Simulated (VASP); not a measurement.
# TiO2 (I4_1/amd) in VASP: notebook

Runs on TiO2. Level: PBE+U. Tasks: single point.

Program: VASP 6.6.1. These are calculated values, not measurements. Logs are shortened: lines on timing, memory, paths and dates and some standing lists are left out, and cuts for length are marked.

## 1. The cell of the first run

Symmetry: I4_1/amd, No. 141, tetragonal system. The conventional cell has a = 3.870 Å, b = 3.870 Å, c = 9.514 Å, α = 90.00°, β = 90.00°, γ = 90.00°. Within 2.6 Å of Ti (site symmetry -4m2) lie 6 O at 1.95 to 1.98 Å. O (site symmetry 2mm) has 3 Ti at 1.95 to 1.98 Å and 2 O at 2.47 Å within 2.6 Å.

## 2. Single point, PBE+U

The input, INCAR:

```
PREC = Accurate ; ENCUT = 520
EDIFF = 1E-7 ; ISMEAR = 0
SIGMA = 0.05 ; LREAL = False
LASPH = True ; NELM = 150
ALGO = Normal ; ISIF = 2
LWAVE = False ; LCHARG = False
LMAXMIX = 4 ; LDAU = True
LDAUTYPE = 2 ; LDAUL = 2 -1
LDAUU = 4 0 ; LDAUJ = 0 0
LDAUPRINT = 1 ; GGA = PE
NBANDS = 33
```

The input, KPOINTS:

```
regular mesh
0
Gamma
  10 10 10
```

The input, POSCAR:

```
TiO2
1.0
   -1.9350884135      1.9350884135      4.7571200986
    1.9350884135     -1.9350884135      4.7571200986
    1.9350884135      1.9350884135     -4.7571200986
Ti O
2 4
Direct
    0.0000000000      0.0000000000      0.0000000000
    0.7500000000      0.2500000000      0.5000000000
    0.2052765759      0.2052765759      0.0000000000
    0.9552765759      0.4552765759      0.5000000000
    0.5447234241      0.0447234241      0.5000000000
    0.7947234241      0.7947234241      0.0000000000
```

Potentials or basis: VASP PAW PBE potentials, release 64 (Ti_sv, O).

On the command line:

```bash
> cat potpaw_PBE.64/Ti_sv/POTCAR potpaw_PBE.64/O/POTCAR > POTCAR
> mpirun -np 1 vasp_std > vasp.out
```

OUTCAR:

```text
PREC = Accurate
   ENCUT = 520
   EDIFF = 1E-7
   ISMEAR = 0
   LREAL = False
   LASPH = True
   NELM = 150
   ISIF = 2
   GGA = PE

 ion  position               nearest neighbor table
   1  0.000  0.000  0.000-   3 1.95   6 1.95   4 1.98   5 1.98   5 1.98   4 1.98
   2  0.750  0.250  0.500-   4 1.95   5 1.95   6 1.98   3 1.98   6 1.98   3 1.98
   3  0.205  0.205  0.000-   1 1.95   2 1.98   2 1.98
   4  0.955  0.455  0.500-   2 1.95   1 1.98   1 1.98
   5  0.545  0.045  0.500-   2 1.95   1 1.98   1 1.98
   6  0.795  0.795  0.000-   1 1.95   2 1.98   2 1.98

  LATTYP: Found a body centered tetragonal cell.
 ALAT       =     3.8701768270
 C/A-ratio  =     2.4583476731

  Lattice vectors:

 A1 = (  -1.9350884135,   1.9350884135,   4.7571200986)
 A2 = (   1.9350884135,  -1.9350884135,   4.7571200986)
 A3 = (   1.9350884135,   1.9350884135,  -4.7571200986)

Analysis of symmetry for initial positions (statically):
=====================================================================
 Subroutine PRICEL returns:
 Original cell was already a primitive cell.

 Routine SETGRP: Setting up the symmetry group for a
 body centered tetragonal supercell.

 Subroutine GETGRP returns: Found 16 space group operations
 (whereof  8 operations were pure point group operations)
 out of a pool of 16 trial point group operations.

The static configuration has the point symmetry D_2d.
 The point group associated with its full space group is D_4h.

Analysis of symmetry for dynamics (positions and initial velocities):
=====================================================================
 Subroutine PRICEL returns:
 Original cell was already a primitive cell.

 Routine SETGRP: Setting up the symmetry group for a
 body centered tetragonal supercell.

 Subroutine GETGRP returns: Found 16 space group operations
 (whereof  8 operations were pure point group operations)
 out of a pool of 16 trial point group operations.

The dynamic configuration has the point symmetry D_2d.
 The point group associated with its full space group is D_4h.

 Subroutine INISYM returns: Found 16 space group operations
 (whereof  8 operations are pure point group operations),
 and found     1 'primitive' translations

----------------------------------------------------------------------------------------

                                     Primitive cell

  volume of cell :      71.2534

  direct lattice vectors                    reciprocal lattice vectors
    -1.935088413  1.935088413  4.757120099     0.000000000  0.258386127  0.105105608
     1.935088413 -1.935088413  4.757120099     0.258386127  0.000000000  0.105105608
     1.935088413  1.935088413 -4.757120099     0.258386127  0.258386127  0.000000000

  length of vectors
     5.488107686  5.488107686  5.488107686     0.278945477  0.278945477  0.365413165

  position of ions in fractional coordinates (direct lattice)
     0.000000000  0.000000000  0.000000000
     0.750000000  0.250000000  0.500000000
     0.205276576  0.205276576  0.000000000
     0.955276576  0.455276576  0.500000000
     0.544723424  0.044723424  0.500000000
     0.794723424  0.794723424  0.000000000

  ion indices of the primitive-cell ions
   primitive index   ion index
                 1           1
                 2           2
                 3           3
                 4           4
                 5           5
                 6           6

[... 107 lines left out ...]
 Gauss-broadening in eV      SIGMA  =   0.05
  energy-cutoff  :      520.00
  volume of cell :       71.25
 maximum number of plane-waves:      1936
 NGX is ok and might be reduce to    42

atom =   1  type =  1  l = 2

 onsite density matrix

spin component  1

  0.0959 -0.0000  0.0000 -0.0000 -0.0000
 -0.0000  0.1013  0.0000  0.0000  0.0000
  0.0000  0.0000  0.2640 -0.0000 -0.0000
 -0.0000  0.0000 -0.0000  0.1013 -0.0000
 -0.0000  0.0000 -0.0000 -0.0000  0.2331

spin component  2

  0.0959 -0.0000  0.0000 -0.0000 -0.0000
 -0.0000  0.1013  0.0000  0.0000  0.0000
  0.0000  0.0000  0.2640 -0.0000 -0.0000
 -0.0000  0.0000 -0.0000  0.1013 -0.0000
 -0.0000  0.0000 -0.0000 -0.0000  0.2331

 occupancies and eigenvectors

  o =  0.0959  v =  1.0000  0.0000  0.0000  0.0000  0.0000  0.0000  0.0000  0.0000  0.0000  0.0000      0.0000  0.0000  0.0000  0.0000  0.0000  0.0000  0.0000  0.0000  0.0000  0.0000
  o =  0.0959  v =  0.0000  0.0000  0.0000  0.0000  0.0000  1.0000  0.0000  0.0000  0.0000  0.0000      0.0000  0.0000  0.0000  0.0000  0.0000  0.0000  0.0000  0.0000  0.0000  0.0000
  o =  0.1013  v =  0.0000  0.2542 -0.0000 -0.9672 -0.0000  0.0000  0.0000  0.0000  0.0000  0.0000      0.0000  0.0000  0.0000  0.0000  0.0000  0.0000  0.0000  0.0000  0.0000  0.0000
  o =  0.1013  v =  0.0000  0.0000  0.0000  0.0000  0.0000  0.0000  0.2542 -0.0000 -0.9672 -0.0000      0.0000  0.0000  0.0000  0.0000  0.0000  0.0000  0.0000  0.0000  0.0000  0.0000
  o =  0.1013  v =  0.0000 -0.9672  0.0000 -0.2542 -0.0000  0.0000  0.0000  0.0000  0.0000  0.0000      0.0000  0.0000  0.0000  0.0000  0.0000  0.0000  0.0000  0.0000  0.0000  0.0000
  o =  0.1013  v =  0.0000  0.0000  0.0000  0.0000  0.0000  0.0000 -0.9672  0.0000 -0.2542 -0.0000      0.0000  0.0000  0.0000  0.0000  0.0000  0.0000  0.0000  0.0000  0.0000  0.0000
  o =  0.2331  v =  0.0000  0.0000  0.0000  0.0000  0.0000  0.0000 -0.0000 -0.0000 -0.0000 -1.0000      0.0000  0.0000  0.0000  0.0000  0.0000  0.0000  0.0000  0.0000  0.0000  0.0000
  o =  0.2331  v =  0.0000 -0.0000 -0.0000 -0.0000 -1.0000  0.0000  0.0000  0.0000  0.0000  0.0000      0.0000  0.0000  0.0000  0.0000  0.0000  0.0000  0.0000  0.0000  0.0000  0.0000
  o =  0.2640  v =  0.0000  0.0000  1.0000 -0.0000  0.0000  0.0000  0.0000  0.0000  0.0000  0.0000      0.0000  0.0000  0.0000  0.0000  0.0000  0.0000  0.0000  0.0000  0.0000  0.0000
  o =  0.2640  v =  0.0000  0.0000  0.0000  0.0000  0.0000  0.0000  0.0000  1.0000 -0.0000  0.0000      0.0000  0.0000  0.0000  0.0000  0.0000  0.0000  0.0000  0.0000  0.0000  0.0000

atom =   2  type =  1  l = 2

 onsite density matrix

spin component  1

  0.0959 -0.0000  0.0000  0.0000 -0.0000
 -0.0000  0.1013  0.0000  0.0000  0.0000
  0.0000  0.0000  0.2640 -0.0000  0.0000
  0.0000  0.0000 -0.0000  0.1013 -0.0000
 -0.0000  0.0000  0.0000 -0.0000  0.2331

spin component  2

  0.0959 -0.0000  0.0000  0.0000 -0.0000
 -0.0000  0.1013  0.0000  0.0000  0.0000
  0.0000  0.0000  0.2640 -0.0000  0.0000
  0.0000  0.0000 -0.0000  0.1013 -0.0000
 -0.0000  0.0000  0.0000 -0.0000  0.2331

 occupancies and eigenvectors

  o =  0.0959  v =  1.0000  0.0000  0.0000  0.0000  0.0000  0.0000  0.0000  0.0000  0.0000  0.0000      0.0000  0.0000  0.0000  0.0000  0.0000  0.0000  0.0000  0.0000  0.0000  0.0000
  o =  0.0959  v =  0.0000  0.0000  0.0000  0.0000  0.0000  1.0000  0.0000  0.0000  0.0000  0.0000      0.0000  0.0000  0.0000  0.0000  0.0000  0.0000  0.0000  0.0000  0.0000  0.0000
  o =  0.1013  v =  0.0000 -0.0000 -0.0000  1.0000 -0.0000  0.0000  0.0000  0.0000  0.0000  0.0000      0.0000  0.0000  0.0000  0.0000  0.0000  0.0000  0.0000  0.0000  0.0000  0.0000
  o =  0.1013  v =  0.0000  0.0000  0.0000  0.0000  0.0000  0.0000 -0.0000 -0.0000  1.0000 -0.0000      0.0000  0.0000  0.0000  0.0000  0.0000  0.0000  0.0000  0.0000  0.0000  0.0000
  o =  0.1013  v =  0.0000 -1.0000  0.0000 -0.0000  0.0000  0.0000  0.0000  0.0000  0.0000  0.0000      0.0000  0.0000  0.0000  0.0000  0.0000  0.0000  0.0000  0.0000  0.0000  0.0000
  o =  0.1013  v =  0.0000  0.0000  0.0000  0.0000  0.0000  0.0000 -1.0000  0.0000 -0.0000  0.0000      0.0000  0.0000  0.0000  0.0000  0.0000  0.0000  0.0000  0.0000  0.0000  0.0000
  o =  0.2331  v =  0.0000  0.0000 -0.0000 -0.0000  1.0000  0.0000  0.0000  0.0000  0.0000  0.0000      0.0000  0.0000  0.0000  0.0000  0.0000  0.0000  0.0000  0.0000  0.0000  0.0000
  o =  0.2331  v =  0.0000  0.0000  0.0000  0.0000  0.0000  0.0000  0.0000 -0.0000 -0.0000  1.0000      0.0000  0.0000  0.0000  0.0000  0.0000  0.0000  0.0000  0.0000  0.0000  0.0000
  o =  0.2640  v =  0.0000  0.0000  0.0000  0.0000  0.0000  0.0000 -0.0000 -1.0000  0.0000 -0.0000      0.0000  0.0000  0.0000  0.0000  0.0000  0.0000  0.0000  0.0000  0.0000  0.0000
  o =  0.2640  v =  0.0000 -0.0000 -1.0000  0.0000 -0.0000  0.0000  0.0000  0.0000  0.0000  0.0000      0.0000  0.0000  0.0000  0.0000  0.0000  0.0000  0.0000  0.0000  0.0000  0.0000

 number of electron      48.0000012 magnetization

 Free energy of the ion-electron system (eV)
  ---------------------------------------------------
  ext. energy  EPLUGINS =         0.00000000
  ---------------------------------------------------
  free energy    TOTEN  =       -48.44586690 eV

  energy without entropy =      -48.44586690  energy(sigma->0) =      -48.44586690

 E-fermi :   3.3559     XC(G=0): -10.5069

 val. band max:        3.1421049537   @ k =  -0.4000   0.4000   0.0000
 cond. band min:       5.8086432030   @ k =   0.0000   0.0000   0.0000
 fundamental gap:      2.6665382493
 Fermi energy:         3.3559075655

 k-point     1 :       0.0000    0.0000    0.0000
  band No.  band energies     occupation
      1     -54.3091      2.00000
      2     -54.2578      2.00000
      3     -30.6735      2.00000
      4     -30.4720      2.00000
      5     -30.4720      2.00000
      6     -30.4075      2.00000
[... 853 lines left out ...]
     32       9.5563      0.00000
     33      10.1534      0.00000

 [... further k-points ...]

------------------------ aborting loop because EDIFF is reached ----------------------------------------

  FORCE on cell =-STRESS in cart. coord.  units (eV):
  Direction    XX          YY          ZZ          XY          YZ          ZX
  --------------------------------------------------------------------------------------
  -------------------------------------------------------------------------------------
  Total        0.7292216      0.7292216      5.3279152      0.0000000      0.0000000      0.0000000
  in kB       16.3969992     16.3969992    119.8014725      0.0000000      0.0000000      0.0000000
  external PRESSURE =      50.8651569 kB  Pullay stress =       0.0000000 kB

 VOLUME and BASIS-vectors are now :
 -----------------------------------------------------------------------------
  energy-cutoff  :      520.00
  volume of cell :       71.25
      direct lattice vectors                 reciprocal lattice vectors
    -1.935088413  1.935088413  4.757120099     0.000000000  0.258386127  0.105105608
     1.935088413 -1.935088413  4.757120099     0.258386127  0.000000000  0.105105608
     1.935088413  1.935088413 -4.757120099     0.258386127  0.258386127  0.000000000

 POSITION                                       TOTAL-FORCE (eV/Angst)
 -----------------------------------------------------------------------------------
      0.00000      0.00000      0.00000         0.000000      0.000000     -0.000000
      0.00000      1.93509      2.37856         0.000000      0.000000     -0.000000
      0.00000      0.00000      1.95305        -0.000000     -0.000000      0.717206
      0.00000      1.93509      4.33161         0.000000      0.000000      0.717206
      0.00000      1.93509      0.42551        -0.000000     -0.000000     -0.717206
      0.00000      0.00000      7.56119        -0.000000     -0.000000     -0.717206
 -----------------------------------------------------------------------------------
    total drift:                                0.000000      0.000000     -0.000000

  FREE ENERGIE OF THE ION-ELECTRON SYSTEM (eV)
  ---------------------------------------------------
  free  energy   TOTEN  =       -48.4458669009 eV

  energy  without entropy=      -48.4458669009  energy(sigma->0) =      -48.44586690
```

Run time: 12 min. Hardware: 1 thread of Intel Xeon 8259CL, shared host; peak memory 0.38 GiB.

Results:

* Free energy: -48.4459 eV
* Pressure: 5.1 GPa
* Largest force: 0.717 eV/Å
* Band gap on the k mesh: 2.67 eV (least direct gap 2.94 eV)

Forces in eV/Å, atoms in the order of the input:
```
Ti   0.000  0.000  0.000
Ti   0.000  0.000  0.000
O    0.000  0.000  0.717
O    0.000  0.000  0.717
O    0.000  0.000 -0.717
O    0.000  0.000 -0.717
```

Eigenvalues of the final occupation matrices:
```
    site  spin  trace               eigenvalues
site 1 d     1   0.80  0.10 0.10 0.10 0.23 0.26
site 1 d     2   0.80  0.10 0.10 0.10 0.23 0.26
site 2 d     1   0.80  0.10 0.10 0.10 0.23 0.26
site 2 d     2   0.80  0.10 0.10 0.10 0.23 0.26
```

Caveat: the cell stands under pressure.

## 3. Single point, PBE+U

This run uses another cell than the first one, of the same volume but with other edges.

The input, INCAR:

```
PREC = Accurate
ENCUT = 520
EDIFF = 1E-6
ISMEAR = 0
SIGMA = 0.05
LREAL = F
LASPH = T
NELM = 150
ALGO = Normal
ISIF = 2
LWAVE = F
LCHARG = F
LMAXMIX = 4
LDAU = T
LDAUTYPE = 2
LDAUL = 2 -1
LDAUU = 4 0
LDAUJ = 0 0
LDAUPRINT = 1
GGA = PE
NBANDS = 33
```

The input, KPOINTS:

```
Automatic mesh
0
Gamma
  10 10 10
```

POSCAR, as its differences from that of step 2:

```diff
@@ -2,5 +2,5 @@
 1.0
-   -1.9350884135      1.9350884135      4.7571200986
-    1.9350884135     -1.9350884135      4.7571200986
-    1.9350884135      1.9350884135     -4.7571200986
+   -1.8781406990      1.8781406990      5.0499780814
+    1.8781406990     -1.8781406990      5.0499780814
+    1.8781406990      1.8781406990     -5.0499780814
 Ti O
```

Potentials or basis: VASP PAW PBE potentials, release 64 (Ti_sv, O).

On the command line:

```bash
> cat potpaw_PBE.64/Ti_sv/POTCAR potpaw_PBE.64/O/POTCAR > POTCAR
> mpirun -np 1 vasp_std > vasp.out
```

Run time: 13 min. Hardware: 1 thread of Intel Xeon 8259CL, shared host; peak memory 0.38 GiB.

It converged, with:

```yaml
Free_energy: -48.4046 eV
Pressure: 4.5 GPa
Largest_force: 0.387 eV/Å
Band_gap_on_the_k_mesh: 2.69 eV (least direct gap 3.03 eV)
```

Forces on the atoms (eV/Å):
```
Ti   0.000  0.000  0.000
Ti   0.000  0.000  0.000
O    0.000  0.000 -0.387
O    0.000  0.000 -0.387
O    0.000  0.000  0.387
O    0.000  0.000  0.387
```

Stress tensor (GPa, compression positive):
```
 8.53  0.00  0.00
 0.00  8.53  0.00
 0.00  0.00 -3.48
```

Levels at points of the mesh, in eV from the valence-band top:
```tsv
k point	band 22	band 23	band 24	band 25	band 26	band 27
(0.00, 0.00, 0.00)	-0.94	-0.42	-0.42	2.69	3.25	4.44
(0.50, 0.00, 0.00)	-1.04	-0.86	-0.77	3.75	3.79	3.90
(0.50, 0.50, 0.00)	-2.01	-0.07	-0.07	3.57	3.57	4.02
(0.50, 0.50, 0.50)	-1.36	-0.16	-0.16	2.96	2.96	4.24
```

Eigenvalues of the final occupation matrices:
| site | spin | trace | eigenvalues |
| --- | --- | --- | --- |
| site 1 d | 1 | 0.80 | 0.10 0.10 0.11 0.22 0.26 |
| site 1 d | 2 | 0.80 | 0.10 0.10 0.11 0.22 0.26 |
| site 2 d | 1 | 0.80 | 0.10 0.10 0.11 0.22 0.26 |
| site 2 d | 2 | 0.80 | 0.10 0.10 0.11 0.22 0.26 |

Caveat: the cell stands under pressure. A k mesh can miss the band edges.
